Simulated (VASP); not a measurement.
Set up this calculation in VASP 6.6.1, as the native input.

| Quantity | Value |
| --- | --- |
| Task | single point |
| Functional | PBEsol |
| Potentials or basis | VASP PAW PBE potentials, release 64 (Si, B) |
| Cutoff | 520 eV |
| k mesh | 2 × 2 × 2 |
| Occupations | fermi-dirac, width 0.02 eV |
| Spin | collinear spin, ferromagnetic start |
| Starting moments | [0.0, 0.0, 0.0, 0.0, 0.0, 0.0, 0.0, 0.0, 0.0, 0.0, 0.0, 0.0, 0.0, 0.0, 0.0, 0.0, 1.0] μB |
| Dipole correction | no |
| Further INCAR settings | LREAL = Auto; ALGO = Normal; EDIFF = 1e-06; NBANDS = 52 |

The structure of Si16B (a cell with a defect) lies in POSCAR:

```
Si16B
1.0
    0.0000000000      5.4300000000      5.4300000000
    5.4300000000      0.0000000000      5.4300000000
    5.4300000000      5.4300000000      0.0000000000
Si B
16 1
Direct
   -0.0239226519      0.0097790055     -0.0888581952
    0.1113351750      0.1742449355      0.0184254144
   -0.0413075506      0.0865377532      0.5207734807
    0.2606998158      0.0868508287      0.5339410681
    0.0180662983      0.5374953959     -0.0168324125
    0.0949355433      0.6736095764      0.1564640884
   -0.0127532228      0.4699723757      0.5657550645
    0.0688766114      0.6875690608      0.6252117864
    0.4740239411      0.0342633517      0.0025138122
    0.6226979742      0.0497882136      0.1852209945
    0.6972836096     -0.1429373849      0.5061602210
    0.5700644567      0.1529558011      0.6129005525
    0.4449171271      0.4688397790      0.1010497238
    0.6345119705      0.6690607735      0.0919705341
    0.4875230203      0.5299171271      0.4747421731
    0.6006721915      0.5274861878      0.7286464088
    0.2330018416      0.2132412523      0.6990423573
```

The input as run:

INCAR

```
PREC = Accurate
ENCUT = 520
EDIFF = 1E-6
ISMEAR = -1
SIGMA = 0.02
LREAL = Auto
LASPH = T
NELM = 150
ALGO = Normal
ISIF = 2
LWAVE = F
LCHARG = F
ISPIN = 2
MAGMOM = 0 0 0 0 0 0 0 0 0 0 0 0 0 0 0 0 1
LORBIT = 11
GGA = PS
NBANDS = 52
```

KPOINTS

```
regular mesh
0
Gamma
  2 2 2
```

Potentials or basis: VASP PAW PBE potentials, release 64 (Si, B).

Command:

```console
$ cat potpaw_PBE.64/Si/POTCAR potpaw_PBE.64/B/POTCAR > POTCAR
$ mpirun -np 1 vasp_std > vasp.out
```

Results of the run:

```json
{
 "Pressure": "-3.3 GPa",
 "Largest force": "2.964 eV/Å",
 "Net moment": "0.00 μB per cell",
 "Valence electrons inside the program's atomic spheres": "Si 1.58, 1.62, 1.57, 1.66, 1.65, 1.63, 1.60, 1.67, 1.61, 1.64, 1.59; B 1.87"
}
```

Caveat: the k points lie up to 0.50 Å⁻¹ apart; the PAW data sets were made with another functional, which shifts forces and pressure a little.

Run time: 11 min on 1 thread of Oxide Virtual Turin-like Processor (shared host), peak memory 0.67 GiB.
